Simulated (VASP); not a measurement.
A run of VASP 6.6.1 is set up as follows.

File INCAR:

```
PREC = Accurate ; ENCUT = 520
EDIFF = 1E-6 ; ISMEAR = 0
SIGMA = 0.05 ; LREAL = False
LASPH = True ; NELM = 80
ALGO = Fast ; ISIF = 2
LWAVE = False ; LCHARG = False
LDIPOL = True ; IDIPOL = 3
DIPOL = 0.5 0.5 0.370 ; GGA = PE
IBRION = 2 ; NSW = 36
EDIFFG = -0.025
```

Contents of KPOINTS:

```
regular mesh
0
Gamma
  6 6 1
```

File POSCAR:

```
ZnCd2Te2
1.0
    4.6794578583      0.0000000000      0.0000000000
   -2.3397289292      4.0525293813      0.0000000000
    0.0000000000      0.0000000000     20.0807280860
Te Cd Zn
2 2 1
Selective dynamics
Direct
    0.0000000000      0.0000000000      0.1991959646  F F F
    0.3333333333      0.6666666667      0.4037116126  F F F
    0.3333333333      0.6666666667      0.2467634796  F F F
    0.6666666667      0.3333333333      0.4273116019  F F F
    0.7777777778      0.5555555556      0.5717970300  F F T
```

Potentials or basis: VASP PAW PBE potentials, release 64 (Te, Cd, Zn).

The run is started by

```console
$ cat potpaw_PBE.64/Te/POTCAR potpaw_PBE.64/Cd/POTCAR potpaw_PBE.64/Zn/POTCAR > POTCAR
$ mpirun -np 1 vasp_std > vasp.out
```

Question: What does it give for the band gap on the k mesh?

Answer: Zero (filled and empty bands touch).

Question: Predict the energy gained by relaxing.

Answer: 0.1 meV/atom.

Step by step:
```
step  energy change (eV)  largest force on free atoms (eV/Å)  pressure (GPa)
   1              0.0000                              0.0322            0.07
   2             -0.0001                              0.0306            0.07
   3             -0.0002                              0.0263            0.07
   4             -0.0004                              0.0218            0.07
```

Caveat: spin-orbit coupling is left out, which moves the levels of the heavy elements.
